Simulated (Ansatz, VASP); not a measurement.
## Two plane-wave programs on Pt

```
Pt
1.0
     2.72335    0.00000    0.00000
    -1.36168    2.35849    0.00000
     0.00000    0.00000    4.72737
Pt
2
Direct
  0.33333 0.66667 0.25000
  0.66667 0.33333 0.75000
```

Alike in both runs: task single point; functional r2SCAN; k mesh 11 × 11 × 6; occupations fermi-dirac, width 0.05 eV; no spin polarisation.

|  | VASP | Ansatz |
| --- | --- | --- |
| version | VASP 6.6.1 | Ansatz 0.2.0 |
| potentials or method | VASP PAW PBE potentials, release 64 (Pt_sv_GW) | Ansatz PAW |
| plane-wave cutoff (eV) | 630 | 500 |
| valence electrons in the cell | 36 | 36 |

VASP gave:

| Item | Value |
| --- | --- |
| gap on the k mesh at the Fermi level (eV) | none |
| pressure (GPa) | 3.6 |
| traceless stress, the component that is largest in VASP (GPa) | -0.72 |

Estimate Ansatz's values.

gap on the k mesh at the Fermi level (eV): none; pressure (GPa): 4.3; traceless stress, the component that is largest in VASP (GPa): -0.75.

VASP's potentials were made for PBE, not for r2SCAN. A gap of «none» marks a metal or a gap that the smearing closes.

Neither program's run includes spin-orbit coupling.
